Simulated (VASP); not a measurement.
# GaGe (F-43m) in VASP: further runs

GaGe is run at these levels: PBE, PBEsol; tasks: single point.

Program: VASP 6.6.1. These are calculated values, not measurements. Logs are shortened: lines on timing, memory, paths and dates and some standing lists are left out, and cuts for length are marked.

**1. The cell of the first run**

It takes space group F-43m (No. 216, cubic). The conventional cell has a = 5.796 Å, b = 5.796 Å, c = 5.796 Å, α = 90.00°, β = 90.00°, γ = 90.00°. Ge (site symmetry -43m) has 4 Ga at 2.51 Å within 3.3 Å. Ga (site symmetry -43m) has 4 Ge at 2.51 Å within 3.3 Å.

**2. Single point, PBE**

The input, INCAR:

```
SYSTEM = GaGe
ALGO     = Normal         ! electronic algorithm
EDIFF    = 1E-6           ! SCF threshold, eV
ENCUT    = 520            ! plane-wave cutoff, eV
GGA      = PE             ! functional
ISIF     = 2              ! what is computed and relaxed
ISMEAR   = 0              ! smearing method
LASPH    = .True.         ! aspherical terms in the spheres
LCHARG   = .False.        ! write CHGCAR
LREAL    = .False.        ! projectors in reciprocal space
LWAVE    = .False.        ! write WAVECAR
NBANDS   = 20             ! bands
NELM     = 100            ! most SCF steps
PREC     = Accurate       ! precision mode
SIGMA    = 0.05           ! smearing width, eV
```

The input, KPOINTS:

```
k-points
0
Gamma
  8 8 8
  0 0 0
```

The input, POSCAR:

```
GaGe
1.0
    0.0000000000      2.8978440000      2.8978440000
    2.8978440000      0.0000000000      2.8978440000
    2.8978440000      2.8978440000      0.0000000000
Ge Ga
1 1
Direct
    0.0000000000      0.0000000000      0.0000000000
    0.2500000000      0.2500000000      0.2500000000
```

Potentials or basis: VASP PAW PBE potentials, release 64 (Ge_d, Ga_d).

The run is started by

```console
cat potpaw_PBE.64/Ge_d/POTCAR potpaw_PBE.64/Ga_d/POTCAR > POTCAR
mpirun -np 1 vasp_std > vasp.out
```

OUTCAR:

```text
SYSTEM = GaGe
   EDIFF = 1E-6
   ENCUT = 520
   GGA = PE
   ISIF = 2
   ISMEAR = 0
   LASPH = .True.
   LREAL = .False.
   NELM = 100
   PREC = Accurate

 ion  position               nearest neighbor table
   1  0.000  0.000  0.000-   2 2.51   2 2.51   2 2.51   2 2.51
   2  0.250  0.250  0.250-   1 2.51   1 2.51   1 2.51   1 2.51

  LATTYP: Found a face centered cubic cell.
 ALAT       =     5.7956880000

  Lattice vectors:

 A1 = (   0.0000000000,   2.8978440000,   2.8978440000)
 A2 = (   2.8978440000,   0.0000000000,   2.8978440000)
 A3 = (   2.8978440000,   2.8978440000,   0.0000000000)

Analysis of symmetry for initial positions (statically):
=====================================================================
 Subroutine PRICEL returns:
 Original cell was already a primitive cell.

 Routine SETGRP: Setting up the symmetry group for a
 face centered cubic supercell.

 Subroutine GETGRP returns: Found 24 space group operations
 (whereof 24 operations were pure point group operations)
 out of a pool of 48 trial point group operations.

The static configuration has the point symmetry T_d .

Analysis of symmetry for dynamics (positions and initial velocities):
=====================================================================
 Subroutine PRICEL returns:
 Original cell was already a primitive cell.

 Routine SETGRP: Setting up the symmetry group for a
 face centered cubic supercell.

 Subroutine GETGRP returns: Found 24 space group operations
 (whereof 24 operations were pure point group operations)
 out of a pool of 48 trial point group operations.

The dynamic configuration has the point symmetry T_d .

 Subroutine INISYM returns: Found 24 space group operations
 (whereof 24 operations are pure point group operations),
 and found     1 'primitive' translations

----------------------------------------------------------------------------------------

                                     Primitive cell

  volume of cell :      48.6693

  direct lattice vectors                    reciprocal lattice vectors
     0.000000000  2.897844000  2.897844000    -0.172542069  0.172542069  0.172542069
     2.897844000  0.000000000  2.897844000     0.172542069 -0.172542069  0.172542069
     2.897844000  2.897844000  0.000000000     0.172542069  0.172542069 -0.172542069

  length of vectors
     4.098170286  4.098170286  4.098170286     0.298851630  0.298851630  0.298851630

  position of ions in fractional coordinates (direct lattice)
     0.000000000  0.000000000  0.000000000
     0.250000000  0.250000000  0.250000000

  ion indices of the primitive-cell ions
   primitive index   ion index
                 1           1
                 2           2

----------------------------------------------------------------------------------------

 KPOINTS: k-points

Automatic generation of k-mesh.
 Grid dimensions read from file:
 generate k-points for:    8    8    8

 Generating k-lattice:

  Cartesian coordinates                     Fractional coordinates (reciprocal lattice)
    -0.021567759  0.021567759  0.021567759     0.125000000  0.000000000  0.000000000
     0.021567759 -0.021567759  0.021567759     0.000000000  0.125000000  0.000000000
     0.021567759  0.021567759 -0.021567759     0.000000000  0.000000000  0.125000000

  Length of vectors
     0.037356454  0.037356454  0.037356454

  Shift w.r.t. Gamma in fractional coordinates (k-lattice)
     0.000000000  0.000000000  0.000000000

 Subroutine IBZKPT returns following result:
 ===========================================

 Found     29 irreducible k-points:

 Following reciprocal coordinates:
            Coordinates               Weight
  0.000000  0.000000  0.000000      1.000000
  0.125000  0.000000  0.000000      8.000000
  0.250000  0.000000  0.000000      8.000000
  0.375000  0.000000  0.000000      8.000000
  0.500000  0.000000  0.000000      4.000000
  0.125000  0.125000  0.000000      6.000000
[... 16 lines left out ...]
  0.500000  0.250000  0.125000     48.000000
 -0.375000  0.250000  0.125000     24.000000
 [... further k-points ...]
   k-points           NKPTS =     29   k-points in BZ     NKDIM =     29   number of bands    NBANDS=     20
   number of dos      NEDOS =    301   number of ions     NIONS =      2
   total plane-waves  NPLWV =  27000
   dimension x,y,z NGX =    30 NGY =   30 NGZ =   30
   dimension x,y,z NGXF=    60 NGYF=   60 NGZF=   60
   ions per type =               1   1
   NGX,Y,Z   is equivalent  to a cutoff of  12.17, 12.17, 12.17 a.u.
   NGXF,Y,Z  is equivalent  to a cutoff of  24.34, 24.34, 24.34 a.u.
 SYSTEM =  GaGe
   PREC   = accura    normal or accurate (medium, high low for compatibility)
   ISTART =      0    job   : 0-new  1-cont  2-samecut
   ICHARG =      2    charge: 1-file 2-atom 10-const
   ISPIN  =      1    spin polarized calculation?
   LNONCOLLINEAR =      F non collinear calculations
   LSORBIT =      F    spin-orbit coupling
   LASPH  =      T    aspherical Exc in radial PAW
   ENCUT  =  520.0 eV  38.22 Ry    6.18 a.u.   7.62  7.62  7.62*2*pi/ulx,y,z
   NELM   =    100;   NELMIN=  2; NELMDL= -5     # of ELM steps
   EDIFF  = 0.1E-05   stopping-criterion for ELM
   LREAL  =      F    real-space projection
[... 7 lines left out ...]
   TEBEG  =    0.0;   TEEND  =   0.0 temperature during run
   PSTRESS=    0.0 pullay stress
   NELECT =      27.0000    total number of electrons
   NUPDOWN=      -1.0000    fix difference up-down
   EMIN   =  10.00;   EMAX   =-10.00  energy-range for DOS
   EFERMI =   0.00;   METHOD = LEGACY
   ISMEAR =     0;   SIGMA  =   0.05  broadening in eV -4-tet -1-fermi 0-gaus
   EFERMI_NEDOS =   21; number of points for ismear=-14 and -15
   IALGO  =     38    algorithm
   IMIX   =      4    mixing-type and parameters
     AMIX     =   0.40;   BMIX     =  1.00
     AMIX_MAG =   1.60;   BMIX_MAG =  1.00
  volume/ion in A,a.u.               =      24.33       164.22
  Fermi-wavevector in a.u.,A,eV,Ry     =   1.345172  2.542006 24.619567  1.809487
  Thomas-Fermi vector in A             =   2.473106
   LORBIT       =      0    0 simple, 1 ext, 2 COOP (PROOUT), +10 PAW based schemes
   GGA     = PE    functional components
   LHFCALC =     F    Hartree Fock is set to
   AEXX    =    0.0000 exact exchange contribution
   IVDW    =     0    specifies the selected vdW correction
   LEPSILON=     F    determine dielectric tensor
   LRPA    =     F    only Hartree local field effects (RPA)
 non-spin polarized calculation
 Gauss-broadening in eV      SIGMA  =   0.05
  energy-cutoff  :      520.00
  volume of cell :       48.67
 maximum number of plane-waves:      1363
   NGX = 15   NGY = 15   NGZ = 15

 number of electron      26.9999991 magnetization

 Free energy of the ion-electron system (eV)
  ---------------------------------------------------
  ext. energy  EPLUGINS =         0.00000000
  ---------------------------------------------------
  free energy    TOTEN  =        -7.09471452 eV

  energy without entropy =       -7.09177465  energy(sigma->0) =       -7.09324458

 E-fermi :   3.0917     XC(G=0):  -9.5541

 val. band max:        2.8280894603   @ k =   0.2500   0.2500   0.0000
 cond. band min:       3.1070042737   @ k =   0.3750   0.1250   0.0000
 fundamental gap:      0.2789148134
 Fermi energy:         3.0917304986

 k-point     1 :       0.0000    0.0000    0.0000
  band No.  band energies     occupation
      1     -20.8816      2.00000
      2     -20.8816      2.00000
      3     -20.8816      2.00000
      4     -20.8622      2.00000
      5     -20.8622      2.00000
      6     -11.2811      2.00000
[... 12 lines left out ...]
     19      10.7627      0.00000
     20      13.8230      0.00000

 k-point     2 :       0.1250    0.0000    0.0000
  band No.  band energies     occupation
      1     -20.8816      2.00000
      2     -20.8812      2.00000
      3     -20.8812      2.00000
      4     -20.8621      2.00000
      5     -20.8621      2.00000
      6     -11.2850      2.00000
[... 12 lines left out ...]
     19      11.7174      0.00000
     20      12.8616      0.00000

 k-point     3 :       0.2500    0.0000    0.0000
  band No.  band energies     occupation
      1     -20.8815      2.00000
      2     -20.8803      2.00000
      3     -20.8803      2.00000
      4     -20.8618      2.00000
      5     -20.8618      2.00000
      6     -11.2945      2.00000
[... 12 lines left out ...]
     19      12.2111      0.00000
     20      12.6273      0.00000

 k-point     4 :       0.3750    0.0000    0.0000
  band No.  band energies     occupation
      1     -20.8815      2.00000
      2     -20.8795      2.00000
      3     -20.8795      2.00000
      4     -20.8614      2.00000
      5     -20.8614      2.00000
      6     -11.3041      2.00000
[... 12 lines left out ...]
     19      12.6657      0.00000
     20      13.8022      0.00000

 k-point     5 :       0.5000    0.0000    0.0000
  band No.  band energies     occupation
      1     -20.8814      2.00000
      2     -20.8791      2.00000
      3     -20.8791      2.00000
      4     -20.8613      2.00000
      5     -20.8613      2.00000
      6     -11.3081      2.00000
[... 12 lines left out ...]
     19      14.4995      0.00000
     20      15.4487      0.00000

 k-point     6 :       0.1250    0.1250    0.0000
  band No.  band energies     occupation
      1     -20.8821      2.00000
      2     -20.8808      2.00000
      3     -20.8808      2.00000
      4     -20.8624      2.00000
      5     -20.8617      2.00000
      6     -11.2891      2.00000
[... 12 lines left out ...]
     19      11.6170      0.00000
     20      12.0522      0.00000

 k-point     7 :       0.2500    0.1250    0.0000
  band No.  band energies     occupation
      1     -20.8823      2.00000
      2     -20.8800      2.00000
      3     -20.8799      2.00000
      4     -20.8625      2.00000
      5     -20.8612      2.00000
      6     -11.2972      2.00000
[... 12 lines left out ...]
     19      11.6549      0.00000
     20      13.2897      0.00000
[... 277 lines left out ...]
 k-point    20 :      -0.3750    0.3750    0.0000
  band No.  band energies     occupation
      1     -20.8828      2.00000
      2     -20.8777      2.00000
      3     -20.8769      2.00000
      4     -20.8630      2.00000
      5     -20.8598      2.00000
      6     -11.3205      2.00000
[... 12 lines left out ...]
     19      12.5818      0.00000
     20      14.1004      0.00000

 k-point    21 :       0.5000    0.5000    0.0000
  band No.  band energies     occupation
      1     -20.8850      2.00000
      2     -20.8761      2.00000
      3     -20.8761      2.00000
      4     -20.8641      2.00000
      5     -20.8588      2.00000
      6     -11.3297      2.00000
[... 12 lines left out ...]
     19      15.3058      0.00000
     20      16.5483      0.00000

 k-point    22 :       0.3750    0.2500    0.1250
  band No.  band energies     occupation
      1     -20.8824      2.00000
      2     -20.8792      2.00000
      3     -20.8790      2.00000
      4     -20.8626      2.00000
      5     -20.8607      2.00000
      6     -11.3052      2.00000
[... 12 lines left out ...]
     19      12.3777      0.00000
     20      14.3912      0.00000

 k-point    23 :       0.5000    0.2500    0.1250
  band No.  band energies     occupation
      1     -20.8817      2.00000
      2     -20.8792      2.00000
      3     -20.8781      2.00000
      4     -20.8623      2.00000
      5     -20.8606      2.00000
      6     -11.3107      2.00000
[... 12 lines left out ...]
     19      13.4710      0.00000
     20      14.1743      0.00000

 k-point    24 :      -0.3750    0.2500    0.1250
  band No.  band energies     occupation
      1     -20.8811      2.00000
      2     -20.8796      2.00000
      3     -20.8777      2.00000
      4     -20.8620      2.00000
      5     -20.8607      2.00000
      6     -11.3127      2.00000
[... 12 lines left out ...]
     19      12.1582      0.00000
     20      14.9917      0.00000

 [... further k-points ...]
[... 5 lines left out ...]
  --------------------------------------------------------------------------------------
  -------------------------------------------------------------------------------------
  Total        0.0785567      0.0785567      0.0785567      0.0000000      0.0000000     -0.0000000
  in kB        2.5860622      2.5860622      2.5860622      0.0000000      0.0000000     -0.0000000
  external PRESSURE =       2.5860622 kB  Pullay stress =       0.0000000 kB

 VOLUME and BASIS-vectors are now :
 -----------------------------------------------------------------------------
  energy-cutoff  :      520.00
  volume of cell :       48.67
      direct lattice vectors                 reciprocal lattice vectors
     0.000000000  2.897844000  2.897844000    -0.172542069  0.172542069  0.172542069
     2.897844000  0.000000000  2.897844000     0.172542069 -0.172542069  0.172542069
     2.897844000  2.897844000  0.000000000     0.172542069  0.172542069 -0.172542069

 POSITION                                       TOTAL-FORCE (eV/Angst)
 -----------------------------------------------------------------------------------
      0.00000      0.00000      0.00000         0.000000      0.000000      0.000000
      1.44892      1.44892      1.44892        -0.000000     -0.000000     -0.000000
 -----------------------------------------------------------------------------------
    total drift:                               -0.000000     -0.000000     -0.000000

  FREE ENERGIE OF THE ION-ELECTRON SYSTEM (eV)
  ---------------------------------------------------
  free  energy   TOTEN  =        -7.0947145204 eV

  energy  without entropy=       -7.0917746495  energy(sigma->0) =       -7.09324458
```

Wall time 27 s (1 thread of Intel Xeon 6975P-C, shared host); peak memory 0.18 GiB.

What came out:

* Free energy: -7.0947 eV
* Pressure: 0.3 GPa

**3. Single point, PBE**

The input, INCAR:

```
SYSTEM = GaGe
PREC = Accurate
ENCUT = 520
EDIFF = 1E-6
ISMEAR = 0
SIGMA = 0.02
LREAL = .False.
LASPH = .True.
NELM = 60
ALGO = Normal
ISIF = 2
LWAVE = .False.
LCHARG = .False.
GGA = PE
NBANDS = 20
```

The input, KPOINTS:

```
Automatic mesh
0
Gamma
  8 8 8
  0 0 0
```

POSCAR is that of step 2.

Potentials or basis: VASP PAW PBE potentials, release 64 (Ge_d, Ga_d).

The run is started by

```console
cat potpaw_PBE.64/Ge_d/POTCAR potpaw_PBE.64/Ga_d/POTCAR > POTCAR
mpirun -np 1 vasp_std > vasp.out
```

Wall time 25 s (1 thread of Intel Xeon 6975P-C, shared host); peak memory 0.18 GiB.

The run converged. Its results:

| Item | Value |
| --- | --- |
| Free energy | -7.0930 eV |
| Pressure | 0.3 GPa |

Levels at points of the mesh, in eV from the Fermi level:
```tsv
k point	band 10	band 11	band 12	band 13	band 14	band 15	band 16	band 17	band 18	band 19
(0.00, 0.00, 0.00)	-14.32	-10.57	1.65	1.65	1.65	2.03	4.33	4.33	4.33	7.66
(0.50, 0.00, 0.00)	-14.32	-8.61	-5.40	0.35	0.35	2.03	5.32	5.32	8.17	11.40
(0.50, 0.50, 0.00)	-14.32	-7.55	-5.84	-1.28	-1.28	2.30	2.40	10.99	10.99	12.20
```

**4. Single point, PBE**

The input, INCAR:

```
SYSTEM = GaGe
ALGO = Normal
EDIFF = 1E-6
ENCUT = 520
GGA = PE
ISIF = 2
ISMEAR = 0
LASPH = .TRUE.
LCHARG = .TRUE.
LELF = .TRUE.
LREAL = .FALSE.
LVHAR = .TRUE.
LWAVE = .FALSE.
NBANDS = 20
NELM = 80
PREC = Accurate
SIGMA = 0.1
```

The input, KPOINTS:

```
k-points
0
G
  8 8 8
  0 0 0
```

POSCAR is that of step 3.

The run is started by

```console
cat potpaw_PBE.64/Ge_d/POTCAR potpaw_PBE.64/Ga_d/POTCAR > POTCAR
mpirun -np 1 vasp_std > vasp.out
```

It took 30 s on 1 thread of Intel Xeon 6975P-C, shared host; peak memory 0.18 GiB.

It converged, with:

| Quantity | Value |
| --- | --- |
| Free energy | -7.0977 eV |
| Pressure | 0.3 GPa |

Levels at points of the mesh, in eV from the Fermi level:
| k point | band 11 | band 12 | band 13 | band 14 | band 15 | band 16 | band 17 | band 18 |
| --- | --- | --- | --- | --- | --- | --- | --- | --- |
| (0.00, 0.00, 0.00) | -10.54 | 1.68 | 1.68 | 1.68 | 2.06 | 4.36 | 4.36 | 4.36 |
| (0.50, 0.00, 0.00) | -8.58 | -5.37 | 0.38 | 0.38 | 2.06 | 5.34 | 5.34 | 8.19 |
| (0.50, 0.50, 0.00) | -7.52 | -5.81 | -1.26 | -1.26 | 2.33 | 2.43 | 11.01 | 11.01 |

**5. Single point, PBE**

The input, INCAR:

```
SYSTEM = GaGe
PREC = Accurate
ENCUT = 520
EDIFF = 1E-7
ISMEAR = -1
SIGMA = 0.05
LREAL = .FALSE.
LASPH = .TRUE.
NELM = 60
ALGO = Normal
ISIF = 2
LWAVE = .FALSE.
LCHARG = .FALSE.
GGA = PE
NBANDS = 20
```

The input, KPOINTS:

```
Automatic mesh
0
G
  5 5 5
  0 0 0
```

POSCAR is that of step 4.

The run is started by

```console
cat potpaw_PBE.64/Ge_d/POTCAR potpaw_PBE.64/Ga_d/POTCAR > POTCAR
mpirun -np 1 vasp_std > vasp.out
```

Run time: 12 s. Hardware: 1 thread of Intel Xeon 8259CL, shared host; peak memory 0.17 GiB.

It converged, with:

```
Free energy : -7.1538 eV
Pressure    : -0.1 GPa
```

Levels at points of the mesh, in eV from the Fermi level:
```
           k point  band 11  band 12  band 13  band 14  band 15  band 16
(0.00, 0.00, 0.00)   -10.51     1.71     1.71     1.71     2.09     4.39
```

Caveat: the k points lie up to 0.38 Å⁻¹ apart.

**6. Single point, PBEsol**

The input, INCAR:

```
PREC = Accurate ; ENCUT = 520
EDIFF = 1E-7 ; ISMEAR = -1
SIGMA = 0.05 ; LREAL = F
LASPH = T ; NELM = 100
ALGO = Normal ; ISIF = 2
LWAVE = F ; LCHARG = F
GGA = PS ; NBANDS = 20
```

The input, KPOINTS:

```
Automatic mesh
0
Gamma
  6 6 6
```

POSCAR is that of step 5.

Potentials or basis: VASP PAW PBE potentials, release 64 (Ge_d, Ga_d).

The run is started by

```console
cat potpaw_PBE.64/Ge_d/POTCAR potpaw_PBE.64/Ga_d/POTCAR > POTCAR
mpirun -np 1 vasp_std > vasp.out
```

Wall time 22 s (1 thread of Intel Xeon 8259CL, shared host); peak memory 0.17 GiB.

It converged, with:

```yaml
Free_energy: -7.9261 eV
Pressure: -2.5 GPa
```

Levels at points of the mesh, in eV from the Fermi level:
```csv
k point,band 10,band 11,band 12,band 13,band 14,band 15,band 16,band 17,band 18,band 19
"(0.00, 0.00, 0.00)",-14.14,-10.44,1.80,1.80,1.80,2.14,4.46,4.46,4.46,7.65
"(0.50, 0.00, 0.00)",-14.13,-8.47,-5.28,0.49,0.49,2.13,5.43,5.43,8.18,11.45
"(0.50, 0.50, 0.00)",-14.13,-7.41,-5.71,-1.15,-1.15,2.37,2.48,11.11,11.11,12.28
```

Caveat: the PAW data sets were made with another functional, which shifts forces and pressure a little.

**7. Overview**

```tsv
level	k mesh	smearing	gap on the mesh (eV)	pressure (GPa)
PBE	8 × 8 × 8	gaussian 0.05 eV	none	0.3
PBE	8 × 8 × 8	gaussian 0.02 eV	none	0.3
PBE	8 × 8 × 8	gaussian 0.1 eV	none	0.3
PBE	5 × 5 × 5	fermi-dirac 0.05 eV	none	-0.1
PBEsol	6 × 6 × 6	fermi-dirac 0.05 eV	none	-2.5
```

Alike in all rows: task single point; potentials or basis VASP PAW PBE potentials, release 64 (Ge_d, Ga_d); no spin polarisation; cell as given; cutoff (eV) 520.

Caveats: some runs use coarse meshes; the PAW data sets were made with another functional, which shifts forces and pressure a little (some runs).

Total energies depend on the potentials used, so only differences within one code and one set of settings carry meaning.
